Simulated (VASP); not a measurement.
# AgBr (Fm-3m) in VASP: a series of runs, part 2 of 2

VASP 6.6.1. The steps go on from the part before.

## Step 3: Relaxation of volume and atoms at fixed shape, PBE

This run uses another cell than the first one, of 23.64 Å³/atom.

INCAR reads:

```
SYSTEM = AgBr
  ALGO = Normal
  EDIFF = 1E-7
  EDIFFG = -0.02
  ENCUT = 500
  GGA = PE
  GGA_COMPAT = .False.
  IBRION = 2
  ISIF = 8
  ISMEAR = -1
  LASPH = .True.
  LCHARG = .False.
  LREAL = .False.
  LWAVE = .False.
  NELM = 120
  NELMIN = 4
  NSW = 80
  PREC = Accurate
  SIGMA = 0.02
```

KPOINTS reads:

```
k-points
0
Gamma
  14 14 14
  0 0 0
```

POSCAR reads:

```
AgBr
1.0
    0.0000000000      2.8701500000      2.8701500000
    2.8701500000      0.0000000000      2.8701500000
    2.8701500000      2.8701500000      0.0000000000
Ag Br
1 1
Direct
    0.0000000000      0.0000000000      0.0000000000
    0.5000000000      0.5000000000      0.5000000000
```

Potentials or basis: VASP PAW PBE potentials, release 64 (Ag, Br).

Run with:

```
cat potpaw_PBE.64/Ag/POTCAR potpaw_PBE.64/Br/POTCAR > POTCAR
mpirun -np 1 vasp_std > vasp.out
```

OUTCAR:

```text
SYSTEM = AgBr
   EDIFF = 1E-7
   EDIFFG = -0.02
   ENCUT = 500
   GGA = PE
   IBRION = 2
   ISIF = 8
   ISMEAR = -1
   LASPH = .True.
   LREAL = .False.
   NELM = 120
   NELMIN = 4
   NSW = 80
   PREC = Accurate

 ion  position               nearest neighbor table
   1  0.000  0.000  0.000-   2 2.87   2 2.87   2 2.87   2 2.87   2 2.87   2 2.87
   2  0.500  0.500  0.500-   1 2.87   1 2.87   1 2.87   1 2.87   1 2.87   1 2.87

  LATTYP: Found a face centered cubic cell.
 ALAT       =     5.7403000000

  Lattice vectors:

 A1 = (   0.0000000000,   2.8701500000,   2.8701500000)
 A2 = (   2.8701500000,   0.0000000000,   2.8701500000)
 A3 = (   2.8701500000,   2.8701500000,   0.0000000000)

Analysis of symmetry for initial positions (statically):
=====================================================================
 Subroutine PRICEL returns:
 Original cell was already a primitive cell.

 Routine SETGRP: Setting up the symmetry group for a
 face centered cubic supercell.

 Subroutine GETGRP returns: Found 48 space group operations
 (whereof 48 operations were pure point group operations)
 out of a pool of 48 trial point group operations.

[... 224 lines left out ...]
      7       1.2797      2.00000
      8       1.2797      2.00000
      9       1.2797      2.00000
     10       3.7290      0.00000
     11      12.9695      0.00000
     12      12.9695      0.00000
     13      12.9695      0.00000
[... 354 lines left out ...]
  band No.  band energies     occupation
      1     -11.5243      2.00000
      2      -1.0140      2.00000
      3      -0.1962      2.00000
      4      -0.1366      2.00000
      5       0.4761      2.00000
      6       0.6151      2.00000
      7       0.9931      2.00000
      8       1.7507      2.00000
      9       2.1910      2.00000
     10       6.2912      0.00000
     11       9.6946      0.00000
     12      10.8787      0.00000
     13      11.8732      0.00000

 [... further k-points ...]

------------------------ aborting loop because EDIFF is reached ----------------------------------------

  FORCE on cell =-STRESS in cart. coord.  units (eV):
  Direction    XX          YY          ZZ          XY          YZ          ZX
  --------------------------------------------------------------------------------------
  -------------------------------------------------------------------------------------
  Total        0.0365630      0.0365630      0.0365630     -0.0000000     -0.0000000      0.0000000
  in kB        1.1805053      1.1805053      1.1805053     -0.0000000     -0.0000000      0.0000000
  external PRESSURE =       1.1805053 kB  Pullay stress =       0.0000000 kB

 VOLUME and BASIS-vectors are now :
 -----------------------------------------------------------------------------
  energy-cutoff  :      500.00
  volume of cell :       49.62
      direct lattice vectors                 reciprocal lattice vectors
     0.000000000  2.916654511  2.916654511    -0.171429286  0.171429286  0.171429286
     2.916654511  0.000000000  2.916654511     0.171429286 -0.171429286  0.171429286
     2.916654511  2.916654511  0.000000000     0.171429286  0.171429286 -0.171429286

 POSITION                                       TOTAL-FORCE (eV/Angst)
 -----------------------------------------------------------------------------------
      2.91665      2.91665      5.83331        -0.000000      0.000000     -0.000000
      2.91665      2.91665      2.91665         0.000000     -0.000000      0.000000
 -----------------------------------------------------------------------------------
    total drift:                                0.000000      0.000000      0.000000

  FREE ENERGIE OF THE ION-ELECTRON SYSTEM (eV)
  ---------------------------------------------------
  free  energy   TOTEN  =        -5.0000358808 eV

  energy  without entropy=       -5.0000358807  energy(sigma->0) =       -5.00003588

 reached required accuracy - stopping structural energy minimisation
```

Run time: 73 s. Hardware: 1 thread of Intel Xeon Platinum 8488C (Sapphire Rapids), shared host; peak memory 0.22 GiB.

What came out:

| Quantity | Value |
| --- | --- |
| Free energy | -5.0000 eV |
| Relaxed volume | 24.81 Å³/atom |
| Relaxed cell | a = 4.125 Å, b = 4.125 Å, c = 4.125 Å, α = 60.00°, β = 60.00°, γ = 60.00° |
| Space group after relaxing (to 0.1 Å) | Fm-3m (No. 225) |
| Energy gained by relaxing | 8.3 meV/atom |
| Ionic steps | 2 |
| Pressure after relaxing | 0.1 GPa |
| Band gap on the k mesh | 0.69 eV (least direct gap 2.45 eV) |

The path:
```tsv
step	energy change (eV)	largest force (eV/Å)	pressure (GPa)	volume (Å³)
1	0.0000	0.0000	2.28	47.29
2	-0.0167	0.0000	0.12	49.62
```

Final structure:
```yaml
crystal:
  lattice:
    - [0.00000, 2.91665, 2.91665]
    - [2.91665, 0.00000, 2.91665]
    - [2.91665, 2.91665, 0.00000]
  atoms:
    - { symbol: Ag, position: [0.00000, 0.00000, 0.00000] }
    - { symbol: Br, position: [0.50000, 0.50000, 0.50000] }
```

A k mesh can miss the band edges. PBE usually gives volumes a little too large and moduli too small.
